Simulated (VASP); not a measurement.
A run of VASP 6.6.1:

INCAR

```
SYSTEM = MnO
ALGO     = Normal         ! electronic algorithm
EDIFF    = 1E-6           ! SCF threshold, eV
ENCUT    = 600            ! plane-wave cutoff, eV
GGA      = PE             ! functional
GGA_COMPAT= .False.      
ISIF     = 2              ! what is computed and relaxed
ISMEAR   = 0              ! smearing method
ISPIN    = 2              ! spin polarisation
LASPH    = .True.         ! aspherical terms in the spheres
LCHARG   = .False.        ! write CHGCAR
LMAXMIX  = 4              ! l up to which the mixer works
LORBIT   = 11             ! projections on sites
LREAL    = .False.        ! projectors in reciprocal space
LWAVE    = .False.        ! write WAVECAR
MAGMOM   = 5 -5 0 0       ! initial moments
NBANDS   = 31             ! bands
NELM     = 200            ! most SCF steps
PREC     = Accurate       ! precision mode
SIGMA    = 0.05           ! smearing width, eV
```

Contents of KPOINTS:

```
k-points
0
Gamma
  8 8 6
  0 0 0
```

Contents of POSCAR:

```
MnO
1.0
    0.0000000000      2.2200320392     -2.2200320392
    0.0000000000      2.2200320392      2.2200320392
    4.4400640784      0.0000000000      0.0000000000
Mn O
2 2
Direct
    0.0000000000      0.0000000000      0.0000000000
    0.5000000000      0.5000000000      0.5000000000
    0.0000000000      1.0000000000      0.5000000000
    0.5000000000      1.5000000000      1.0000000000
```

Potentials or basis: VASP PAW PBE potentials, release 64 (Mn_pv, O).

Launch:

```bash
$ cat potpaw_PBE.64/Mn_pv/POTCAR potpaw_PBE.64/O/POTCAR > POTCAR
$ mpirun -np 1 vasp_std > vasp.out
```

Hardware: 1 thread of Oxide Virtual Turin-like Processor (shared host).

How long does it take, and how much memory?

It took 3.5 min on 1 thread of Oxide Virtual Turin-like Processor, with other jobs on the host, peak memory 0.25 GiB. Counts: scf iterations 15, k points 60.
